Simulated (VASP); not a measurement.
The system is In2O3.

```
CELL_PARAMETERS angstrom
2.74350 1.58396 4.83667
-2.74350 1.58396 4.83667
0.00000 -3.16792 4.83667
ATOMIC_POSITIONS crystal
In 0.85731 0.85731 0.85731
In 0.64269 0.64269 0.64269
In 0.14269 0.14269 0.14269
In 0.35731 0.35731 0.35731
O 0.04800 0.75000 0.45200
O 0.75000 0.45200 0.04800
O 0.45200 0.04800 0.75000
O 0.95200 0.25000 0.54800
O 0.25000 0.54800 0.95200
O 0.54800 0.95200 0.25000
```

Base run:

- Program: VASP 6.6.1
- Functional: PBE
- Potentials or basis: VASP PAW PBE potentials, release 64 (In_d, O)
- Cutoff: 520 eV
- k mesh: 6 × 6 × 6
- Occupations: fermi-dirac, width 0.05 eV
- Spin: no spin polarisation

Its results: band gap on the k mesh 1.30 eV (least direct gap 1.34 eV); pressure 9.0 GPa; largest force 0.139 eV/Å.

Q: After a change of settings the same cell gave: band gap on the k mesh 1.30 eV (least direct gap 1.34 eV); pressure 5.9 GPa; largest force 0.133 eV/Å. Which change was it?
A. cutoff from 520 eV to 600 eV; dispersion from none to D3(BJ)
B. functional from PBE to r2SCAN; occupations from fermi-dirac, width 0.05 eV to gaussian, width 0.01 eV
C. functional from PBE to LDA; potentials or basis from VASP PAW PBE potentials, release 64 (In_d, O) to VASP PAW LDA potentials, release 64 (In_d, O)

A: A.

Caveats: the cell stands under pressure; spin-orbit coupling is left out, which moves the levels of the heavy elements; three body term missing (at least some runs).
